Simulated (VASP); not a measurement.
# GaSb (F-43m) in VASP: a series of runs

GaSb is run at these levels: PBEsol; tasks: single point.

Program: VASP 6.6.1. These are calculated values, not measurements. Logs are shortened: lines on timing, memory, paths and dates and some standing lists are left out, and cuts for length are marked.

## Step 1: The cell of the first run

It takes space group F-43m (No. 216, cubic). Conventional cell: a = 6.096 Å, b = 6.096 Å, c = 6.096 Å, α = 90.00°, β = 90.00°, γ = 90.00°. Within 3.5 Å of Ga (site symmetry -43m) lie 4 Sb at 2.64 Å. Within 3.5 Å of Sb (site symmetry -43m) lie 4 Ga at 2.64 Å.

## Step 2: Single point, PBEsol

INCAR

```
ALGO     = Normal         # electronic algorithm
EDIFF    = 1E-7           # SCF threshold, eV
ENCUT    = 520            # plane-wave cutoff, eV
GGA      = PS             # functional
ISIF     = 2              # what is computed and relaxed
ISMEAR   = 0              # smearing method
LASPH    = True           # aspherical terms in the spheres
LCHARG   = False          # write CHGCAR
LREAL    = False          # projectors in reciprocal space
LWAVE    = False          # write WAVECAR
NBANDS   = 16             # bands
NELM     = 80             # most SCF steps
PREC     = Accurate       # precision mode
SIGMA    = 0.01           # smearing width, eV
```

KPOINTS

```
k-points
0
Gamma
  10 10 10
```

POSCAR

```
GaSb
1.0
    0.0000000000      3.0480000000      3.0480000000
    3.0480000000      0.0000000000      3.0480000000
    3.0480000000      3.0480000000      0.0000000000
Ga Sb
1 1
Direct
    0.0000000000      0.0000000000      0.0000000000
    0.2500000000      0.2500000000      0.2500000000
```

Potentials or basis: VASP PAW PBE potentials, release 64 (Ga_d, Sb).

Run with:

```bash
$ cat potpaw_PBE.64/Ga_d/POTCAR potpaw_PBE.64/Sb/POTCAR > POTCAR
$ mpirun -np 1 vasp_std > vasp.out
```

OUTCAR:

```text
EDIFF = 1E-7
   ENCUT = 520
   GGA = PS
   ISIF = 2
   ISMEAR = 0
   LASPH = True
   LREAL = False
   NELM = 80
   PREC = Accurate

 ion  position               nearest neighbor table
   1  0.000  0.000  0.000-   2 2.64   2 2.64   2 2.64   2 2.64
   2  0.250  0.250  0.250-   1 2.64   1 2.64   1 2.64   1 2.64

  LATTYP: Found a face centered cubic cell.
 ALAT       =     6.0960000000

  Lattice vectors:

 A1 = (   0.0000000000,   3.0480000000,   3.0480000000)
 A2 = (   3.0480000000,   0.0000000000,   3.0480000000)
 A3 = (   3.0480000000,   3.0480000000,   0.0000000000)

Analysis of symmetry for initial positions (statically):
=====================================================================
 Subroutine PRICEL returns:
 Original cell was already a primitive cell.

 Routine SETGRP: Setting up the symmetry group for a
 face centered cubic supercell.

 Subroutine GETGRP returns: Found 24 space group operations
 (whereof 24 operations were pure point group operations)
 out of a pool of 48 trial point group operations.

The static configuration has the point symmetry T_d .

Analysis of symmetry for dynamics (positions and initial velocities):
=====================================================================
 Subroutine PRICEL returns:
 Original cell was already a primitive cell.

 Routine SETGRP: Setting up the symmetry group for a
 face centered cubic supercell.

 Subroutine GETGRP returns: Found 24 space group operations
 (whereof 24 operations were pure point group operations)
 out of a pool of 48 trial point group operations.

The dynamic configuration has the point symmetry T_d .

 Subroutine INISYM returns: Found 24 space group operations
 (whereof 24 operations are pure point group operations),
 and found     1 'primitive' translations

----------------------------------------------------------------------------------------

                                     Primitive cell

  volume of cell :      56.6337

  direct lattice vectors                    reciprocal lattice vectors
     0.000000000  3.048000000  3.048000000    -0.164041995  0.164041995  0.164041995
     3.048000000  0.000000000  3.048000000     0.164041995 -0.164041995  0.164041995
     3.048000000  3.048000000  0.000000000     0.164041995  0.164041995 -0.164041995

  length of vectors
     4.310522938  4.310522938  4.310522938     0.284129069  0.284129069  0.284129069

  position of ions in fractional coordinates (direct lattice)
     0.000000000  0.000000000  0.000000000
     0.250000000  0.250000000  0.250000000

  ion indices of the primitive-cell ions
   primitive index   ion index
                 1           1
                 2           2

----------------------------------------------------------------------------------------

 KPOINTS: k-points

Automatic generation of k-mesh.
 Grid dimensions read from file:
 generate k-points for:   10   10   10

 Generating k-lattice:

  Cartesian coordinates                     Fractional coordinates (reciprocal lattice)
    -0.016404199  0.016404199  0.016404199     0.100000000  0.000000000  0.000000000
     0.016404199 -0.016404199  0.016404199     0.000000000  0.100000000  0.000000000
     0.016404199  0.016404199 -0.016404199     0.000000000  0.000000000  0.100000000

  Length of vectors
     0.028412907  0.028412907  0.028412907

  Shift w.r.t. Gamma in fractional coordinates (k-lattice)
     0.000000000  0.000000000  0.000000000

 Subroutine IBZKPT returns following result:
 ===========================================

 Found     47 irreducible k-points:

 Following reciprocal coordinates:
            Coordinates               Weight
  0.000000  0.000000  0.000000      1.000000
  0.100000  0.000000  0.000000      8.000000
  0.200000  0.000000  0.000000      8.000000
  0.300000  0.000000  0.000000      8.000000
  0.400000  0.000000  0.000000      8.000000
  0.500000  0.000000  0.000000      4.000000
[... 16 lines left out ...]
  0.300000  0.300000  0.000000      6.000000
  0.400000  0.300000  0.000000     24.000000
 [... further k-points ...]
   k-points           NKPTS =     47   k-points in BZ     NKDIM =     47   number of bands    NBANDS=     16
   number of dos      NEDOS =    301   number of ions     NIONS =      2
   total plane-waves  NPLWV =  32768
   dimension x,y,z NGX =    32 NGY =   32 NGZ =   32
   dimension x,y,z NGXF=    64 NGYF=   64 NGZF=   64
   ions per type =               1   1
   NGX,Y,Z   is equivalent  to a cutoff of  12.34, 12.34, 12.34 a.u.
   NGXF,Y,Z  is equivalent  to a cutoff of  24.68, 24.68, 24.68 a.u.
 SYSTEM =  unknown system
   PREC   = accura    normal or accurate (medium, high low for compatibility)
   ISTART =      0    job   : 0-new  1-cont  2-samecut
   ICHARG =      2    charge: 1-file 2-atom 10-const
   ISPIN  =      1    spin polarized calculation?
   LNONCOLLINEAR =      F non collinear calculations
   LSORBIT =      F    spin-orbit coupling
   LASPH  =      T    aspherical Exc in radial PAW
   ENCUT  =  520.0 eV  38.22 Ry    6.18 a.u.   8.01  8.01  8.01*2*pi/ulx,y,z
   NELM   =     80;   NELMIN=  2; NELMDL= -5     # of ELM steps
   EDIFF  = 0.1E-06   stopping-criterion for ELM
   LREAL  =      F    real-space projection
   EDIFFG = 0.1E-05   stopping-criterion for IOM
   NSW    =      0    number of steps for IOM
   IBRION =     -1    ionic relax: 0-MD 1-quasi-New 2-CG
   NFREE  =      0    steps in history (QN), initial steepest desc. (CG)
   ISIF   =      2    stress and relaxation
   ISYM   =      2    0-nonsym 1-usesym 2-fastsym
   POTIM  = 0.5000    time-step for ionic-motion
   TEBEG  =    0.0;   TEEND  =   0.0 temperature during run
   PSTRESS=    0.0 pullay stress
   NELECT =      18.0000    total number of electrons
   NUPDOWN=      -1.0000    fix difference up-down
   EMIN   =  10.00;   EMAX   =-10.00  energy-range for DOS
   EFERMI =   0.00;   METHOD = LEGACY
   ISMEAR =     0;   SIGMA  =   0.01  broadening in eV -4-tet -1-fermi 0-gaus
   EFERMI_NEDOS =   21; number of points for ismear=-14 and -15
   IALGO  =     38    algorithm
   IMIX   =      4    mixing-type and parameters
     AMIX     =   0.40;   BMIX     =  1.00
     AMIX_MAG =   1.60;   BMIX_MAG =  1.00
  volume/ion in A,a.u.               =      28.32       191.09
  Fermi-wavevector in a.u.,A,eV,Ry     =   1.117225  2.111249 16.982684  1.248192
  Thomas-Fermi vector in A             =   2.253846
   LORBIT       =      0    0 simple, 1 ext, 2 COOP (PROOUT), +10 PAW based schemes
   GGA     = PS    functional components
   LHFCALC =     F    Hartree Fock is set to
   AEXX    =    0.0000 exact exchange contribution
   IVDW    =     0    specifies the selected vdW correction
   LEPSILON=     F    determine dielectric tensor
   LRPA    =     F    only Hartree local field effects (RPA)
 non-spin polarized calculation
 Gauss-broadening in eV      SIGMA  =   0.01
  energy-cutoff  :      520.00
  volume of cell :       56.63
 maximum number of plane-waves:      1542
   NGX = 17   NGY = 17   NGZ = 17

 number of electron      17.9999984 magnetization

 Free energy of the ion-electron system (eV)
  ---------------------------------------------------
  ext. energy  EPLUGINS =         0.00000000
  ---------------------------------------------------
  free energy    TOTEN  =        -8.15265248 eV

  energy without entropy =       -8.15265248  energy(sigma->0) =       -8.15265248

 E-fermi :   4.8759     XC(G=0):  -9.3138

 val. band max:        4.8413662002   @ k =   0.0000   0.0000   0.0000
 cond. band min:       4.9088903490   @ k =   0.0000   0.0000   0.0000
 fundamental gap:      0.0675241488
 Fermi energy:         4.8759054465

 k-point     1 :       0.0000    0.0000    0.0000
  band No.  band energies     occupation
      1     -10.1784      2.00000
      2     -10.1784      2.00000
      3     -10.1784      2.00000
      4     -10.1264      2.00000
      5     -10.1264      2.00000
      6      -6.7382      2.00000
[... 8 lines left out ...]
     15      13.4630      0.00000
     16      13.4630      0.00000

 k-point     2 :       0.1000    0.0000    0.0000
  band No.  band energies     occupation
      1     -10.1813      2.00000
      2     -10.1771      2.00000
      3     -10.1771      2.00000
      4     -10.1265      2.00000
      5     -10.1265      2.00000
      6      -6.6337      2.00000
[... 8 lines left out ...]
     15      12.7794      0.00000
     16      12.7794      0.00000

 k-point     3 :       0.2000    0.0000    0.0000
  band No.  band energies     occupation
      1     -10.1889      2.00000
      2     -10.1740      2.00000
      3     -10.1740      2.00000
      4     -10.1268      2.00000
      5     -10.1268      2.00000
      6      -6.3295      2.00000
[... 8 lines left out ...]
     15      12.3418      0.00000
     16      12.3418      0.00000

 k-point     4 :       0.3000    0.0000    0.0000
  band No.  band energies     occupation
      1     -10.1981      2.00000
      2     -10.1705      2.00000
      3     -10.1705      2.00000
      4     -10.1267      2.00000
      5     -10.1267      2.00000
      6      -5.8626      2.00000
[... 8 lines left out ...]
     15      12.6536      0.00000
     16      12.6536      0.00000
[... 324 lines left out ...]
 k-point    22 :      -0.2000    0.2000    0.0000
  band No.  band energies     occupation
      1     -10.2016      2.00000
      2     -10.1690      2.00000
      3     -10.1673      2.00000
      4     -10.1284      2.00000
      5     -10.1263      2.00000
      6      -5.6971      2.00000
[... 8 lines left out ...]
     15      13.6096      0.00000
     16      14.1577      0.00000

 k-point    23 :       0.3000    0.3000    0.0000
  band No.  band energies     occupation
      1     -10.2111      2.00000
      2     -10.1616      2.00000
      3     -10.1616      2.00000
      4     -10.1342      2.00000
      5     -10.1235      2.00000
      6      -5.5371      2.00000
[... 8 lines left out ...]
     15      14.6243      0.00000
     16      14.8004      0.00000

 k-point    24 :       0.4000    0.3000    0.0000
  band No.  band energies     occupation
      1     -10.2166      2.00000
      2     -10.1590      2.00000
      3     -10.1584      2.00000
      4     -10.1353      2.00000
      5     -10.1232      2.00000
      6      -5.1015      2.00000
[... 8 lines left out ...]
     15      15.2095      0.00000
     16      15.2618      0.00000

 [... further k-points ...]

------------------------ aborting loop because EDIFF is reached ----------------------------------------

  FORCE on cell =-STRESS in cart. coord.  units (eV):
  Direction    XX          YY          ZZ          XY          YZ          ZX
  --------------------------------------------------------------------------------------
  -------------------------------------------------------------------------------------
  Total        0.1652554      0.1652554      0.1652554      0.0000000     -0.0000000     -0.0000000
  in kB        4.6751051      4.6751051      4.6751051      0.0000000     -0.0000000     -0.0000000
  external PRESSURE =       4.6751051 kB  Pullay stress =       0.0000000 kB

 VOLUME and BASIS-vectors are now :
 -----------------------------------------------------------------------------
  energy-cutoff  :      520.00
  volume of cell :       56.63
      direct lattice vectors                 reciprocal lattice vectors
     0.000000000  3.048000000  3.048000000    -0.164041995  0.164041995  0.164041995
     3.048000000  0.000000000  3.048000000     0.164041995 -0.164041995  0.164041995
     3.048000000  3.048000000  0.000000000     0.164041995  0.164041995 -0.164041995

 POSITION                                       TOTAL-FORCE (eV/Angst)
 -----------------------------------------------------------------------------------
      0.00000      0.00000      0.00000         0.000000      0.000000     -0.000000
      1.52400      1.52400      1.52400        -0.000000     -0.000000      0.000000
 -----------------------------------------------------------------------------------
    total drift:                                0.000000      0.000000      0.000000

  FREE ENERGIE OF THE ION-ELECTRON SYSTEM (eV)
  ---------------------------------------------------
  free  energy   TOTEN  =        -8.1526524820 eV

  energy  without entropy=       -8.1526524817  energy(sigma->0) =       -8.15265248
```

Wall time 29 s (1 thread of AMD EPYC 7R43 (Zen 3), shared host); peak memory 0.15 GiB.

What came out:

```yaml
Free_energy: -8.1527 eV
Pressure: 0.5 GPa
Band_gap_on_the_k_mesh: 0.07 eV
```

Levels at points of the mesh, in eV from the valence-band top:
```
           k point  band 7  band 8  band 9  band 10  band 11  band 12
(0.00, 0.00, 0.00)    0.00    0.00    0.00     0.07     2.75     2.75
(0.50, 0.00, 0.00)   -6.45   -1.18   -1.18     0.37     3.72     3.72
(0.50, 0.50, 0.00)   -6.88   -2.63   -2.63     0.83     1.14     8.74
```

Caveat: the PAW data sets were made with another functional, which shifts forces and pressure a little; spin-orbit coupling is left out, which moves the levels of the heavy elements.

## Step 3: Single point, PBEsol

INCAR

```
SYSTEM = GaSb
PREC = Accurate ; ENCUT = 520
EDIFF = 1E-6 ; ISMEAR = 0
SIGMA = 0.01 ; LREAL = .FALSE.
LASPH = .TRUE. ; NELM = 80
ALGO = Normal ; ISIF = 2
LWAVE = .FALSE. ; LCHARG = .FALSE.
GGA = PS ; NBANDS = 16
```

KPOINTS

```
Automatic mesh
0
G
  10 10 10
  0 0 0
```

POSCAR is that of step 2.

Potentials or basis: VASP PAW PBE potentials, release 64 (Ga_d, Sb).

Run with:

```bash
$ cat potpaw_PBE.64/Ga_d/POTCAR potpaw_PBE.64/Sb/POTCAR > POTCAR
$ mpirun -np 1 vasp_std > vasp.out
```

It took 32 s on 1 thread of AMD EPYC 7R43 (Zen 3), shared host; peak memory 0.16 GiB.

Results (log left out):

```yaml
Free_energy: -8.1527 eV
Pressure: 0.5 GPa
Band_gap_on_the_k_mesh: 0.07 eV
```

Levels at points of the mesh, in eV from the valence-band top:
```csv
k point,band 7,band 8,band 9,band 10,band 11,band 12
"(0.00, 0.00, 0.00)",0.00,0.00,0.00,0.07,2.75,2.75
"(0.50, 0.00, 0.00)",-6.45,-1.18,-1.18,0.37,3.72,3.72
"(0.50, 0.50, 0.00)",-6.88,-2.63,-2.63,0.83,1.14,8.74
```

Caveat: the PAW data sets were made with another functional, which shifts forces and pressure a little; spin-orbit coupling is left out, which moves the levels of the heavy elements. A k mesh can miss the band edges.
